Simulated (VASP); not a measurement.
The system is Si.

```
Si
1.0
     3.71717    0.00000    0.00000
    -1.85858    3.21916    0.00000
     0.00000    0.00000    6.40947
Si
4
Direct
  0.33333 0.66667 0.00340
  0.66667 0.33333 0.50340
  0.33333 0.66667 0.37160
  0.66667 0.33333 0.87160
```

This cell differs from its parent crystal: epitaxial xy strain -3.0%.

Base run:

* Program: VASP 6.6.1
* Functional: r2SCAN
* Potentials or basis: VASP PAW PBE potentials, release 64 (Si)
* Cutoff: 520 eV
* k mesh: 12 × 12 × 4
* Occupations: gaussian, width 0.01 eV
* Spin: no spin polarisation

Its results: band gap on the k mesh 0.55 eV, indirect (least direct gap 1.83 eV); pressure 5.0 GPa.

**Question.** The run is repeated on the same cell with these changes: functional from r2SCAN to PBE; k mesh from 12 × 12 × 4 to 6 × 6 × 2. What comes out?

**Answer.** Band gap on the k mesh 0.40 eV, indirect (least direct gap 1.55 eV); pressure 6.4 GPa.

Several settings changed at once, so the effect can't be laid on one alone.

Caveats: some runs use coarse meshes; the PAW data sets were made with another functional, which shifts forces and pressure a little (some runs).

A k mesh can miss the band edges.
